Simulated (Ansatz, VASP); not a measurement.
# One calculation of TiSeS3, two programs

Contents of INCAR:

```
SYSTEM = TiSeS3
  ALGO = Normal
  EDIFF = 1E-6
  ENCUT = 520
  GGA = PE
  ISIF = 2
  ISMEAR = 0
  ISPIN = 2
  LASPH = .TRUE.
  LCHARG = .FALSE.
  LMAXMIX = 4
  LORBIT = 11
  LREAL = .FALSE.
  LWAVE = .FALSE.
  MAGMOM = 1 0 0 0 0
  NBANDS = 30
  NELM = 150
  PREC = Accurate
  SIGMA = 0.1
```

The input KPOINTS:

```
k-points
0
G
  4 4 4
  0 0 0
```

The input POSCAR:

```
TiSeS3
1.0
    4.8121238800      0.0000000000      0.0000000000
    0.0000000000      4.8121238800      0.0000000000
    0.0000000000      0.0000000000      4.8121238800
Ti Se S
1 1 3
Direct
    0.0000000000      0.0000000000      0.0000000000
    0.5000000000      0.5000000000      0.5000000000
    0.0000000000      0.5000000000      0.5000000000
    0.5000000000      0.0000000000      0.5000000000
    0.5000000000      0.5000000000      0.0000000000
```

Input for Ansatz:

```yaml
crystal:
  lattice:
    - [4.81212388, 0.0, 0.0]
    - [0.0, 4.81212388, 0.0]
    - [0.0, 0.0, 4.81212388]
  atoms:
    - { symbol: Ti, position: [0.0, 0.0, 0.0], spin: 1.0 }
    - { symbol: Se, position: [0.5, 0.5, 0.5] }
    - { symbol: S, position: [0.0, 0.5, 0.5] }
    - { symbol: S, position: [0.5, 0.0, 0.5] }
    - { symbol: S, position: [0.5, 0.5, 0.0] }
basis:
  ecutwfc: 420
kpoints:
  mp_grid: { grid: [4, 4, 4] }
hamiltonian:
  xc: pbe
scf:
  occupations: { method: gaussian, width: 0.1 }
  lower_state_search: "off"
output:
  forces: true
  stress: true
  eigenvalues: true
  populations: true
magnetization:
  spin_polarized: true
```

Change from the starting cell: species swapped into the ErBRh3 type (Pm-3m, No. 221).

Alike in both runs: task single point; functional PBE; k mesh 4 × 4 × 4; occupations gaussian, width 0.1 eV; collinear spin.

```csv
,VASP,Ansatz
version,VASP 6.6.1,Ansatz 0.2.0
potentials or method,"VASP PAW PBE potentials, release 64 (Ti_sv, Se, S), cutoff 520 eV","scalar-relativistic, plane waves, PAW"
valence electrons in the cell,36,46
```

Ansatz gave:

```
gap on the k mesh at the Fermi level (eV)                     : none
pressure (GPa)                                                : -2.7
net moment per atom (μB)                                      : 0.29
size of the moment on the site where the two differ most (μB) : 1.65
```

Question: Which values does VASP return?

Answer: gap on the k mesh at the Fermi level (eV): none; pressure (GPa): -2.7; net moment per atom (μB): 0.28; size of the moment on the site where the two differ most (μB): 1.49.

Site moments also hang on the region over which each program counts them. A gap of «none» marks a metal or a gap that the smearing closes. The functional is the same, so the differences come from potentials, cutoffs and numerics. VASP's potentials hold 36 valence electrons a cell and Ansatz's 46, so a difference there can come from the potentials and not from the codes.
